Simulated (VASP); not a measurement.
C: single point with LDA

Crystal: C.

```
C
1.0
    -1.22267   -2.11645    0.00000
     1.22267   -2.11645    0.00000
     0.95096   -2.11645   13.45153
C
8
Direct
  0.31941 0.22219 0.12500
  0.79163 0.49996 0.37500
  0.26385 0.77774 0.62500
  0.73607 0.05552 0.87500
  0.65281 0.55559 0.12500
  0.12504 0.83337 0.37500
  0.59726 0.11115 0.62500
  0.06948 0.38893 0.87500
```

```
Program                : VASP 6.6.1
Task                   : single point
Functional             : LDA
Potentials or basis    : VASP PAW LDA potentials, release 64 (C)
Cutoff                 : 520 eV
k mesh                 : 15 × 15 × 3
Occupations            : gaussian, width 0.03 eV
Spin                   : no spin polarisation
Dipole correction      : no
Further INCAR settings : ALGO = Normal; EDIFF = 1e-06; NBANDS = 26; ISYM = 0
```

The pressure is 0.9 GPa. The largest force is 0.008 eV/Å.

Forces on the atoms (eV/Å):
```
C    0.007 -0.003  0.003
C    0.000 -0.001  0.000
C    0.000 -0.001  0.000
C   -0.007 -0.003 -0.003
C    0.007  0.003  0.003
C    0.000  0.001  0.000
C    0.000  0.001  0.000
C   -0.007  0.003 -0.003
```

Stress tensor (GPa, compression positive):
```
 1.41  0.00  0.10
 0.00  1.42  0.00
 0.10  0.00 -0.11
```

It took 6.6 min on 1 thread of Intel(R) Xeon(R) Platinum 8259CL CPU @ 2.50GHz (Skylake/Cascade Lake), on a shared host, peak memory 0.45 GiB.
